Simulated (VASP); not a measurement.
Set up this calculation in VASP 6.6.1, as the native input.

* Task: relaxation of cell and atoms
* Functional: r2SCAN
* Potentials or basis: VASP PAW PBE potentials, release 64 (Al)
* Cutoff: 600 eV
* k mesh: 18 × 18 × 18
* Occupations: gaussian, width 0.1 eV
* Spin: no spin polarisation
* Dipole correction: no
* Further INCAR settings: ALGO = Normal; EDIFF = 1e-06; IBRION = 2; EDIFFG = -0.005; NSW = 70; ISIF = 3

Al:

```
Al
1.0
     0.00000    2.02073    2.02073
     2.02073    0.00000    2.02073
     2.02073    2.02073    0.00000
Al
1
Direct
  0.00000 0.00000 0.00000
```

These files were run (other wordings do the same):

POSCAR

```
Al
1.0
    0.0000000000      2.0207284053      2.0207284053
    2.0207284053      0.0000000000      2.0207284053
    2.0207284053      2.0207284053      0.0000000000
Al
1
Direct
    0.0000000000      0.0000000000      0.0000000000
```

INCAR.step1

```
SYSTEM = Al
ALGO = Normal
EDIFF = 1E-4
ENCUT = 600
GGA = PE
ISMEAR = 0
LASPH = .TRUE.
LCHARG = .FALSE.
LREAL = .FALSE.
LWAVE = .TRUE.
NELM = 100
PREC = Accurate
SIGMA = 0.1
```

INCAR.step2

```
SYSTEM = Al
ALGO = Normal
EDIFF = 1E-6
EDIFFG = -0.005
ENCUT = 600
IBRION = 2
ISIF = 3
ISMEAR = 0
ISTART = 1
LASPH = .TRUE.
LCHARG = .FALSE.
LMIXTAU = .TRUE.
LREAL = .FALSE.
LWAVE = .FALSE.
METAGGA = R2SCAN
NELM = 100
NSW = 70
PREC = Accurate
SIGMA = 0.1
```

KPOINTS

```
k-points
0
G
  18 18 18
  0 0 0
```

Potentials or basis: VASP PAW PBE potentials, release 64 (Al).

Run with:

```console
$ cat potpaw_PBE.64/Al/POTCAR > POTCAR
$ cp INCAR.step1 INCAR
$ mpirun -np 1 vasp_std > vasp.out
$ cp INCAR.step2 INCAR
$ mpirun -np 1 vasp_std > vasp.out
```

It gave:

```json
{
 "Relaxed volume": "15.84 Å³/atom",
 "Relaxed cell": "a = 2.819 Å, b = 2.819 Å, c = 2.819 Å, α = 60.00°, β = 60.00°, γ = 60.00°",
 "Space group after relaxing (to 0.05 Å)": "Fm-3m (No. 225)",
 "Energy gained by relaxing": "7.4 meV/atom",
 "Ionic steps": "3",
 "Pressure after relaxing": "0.0 GPa"
}
```

Caveat: the PAW data sets were made with another functional, which shifts forces and pressure a little.

It took 75 s on 1 thread of Intel Xeon 6975P-C, with other jobs on the host, peak memory 0.16 GiB.
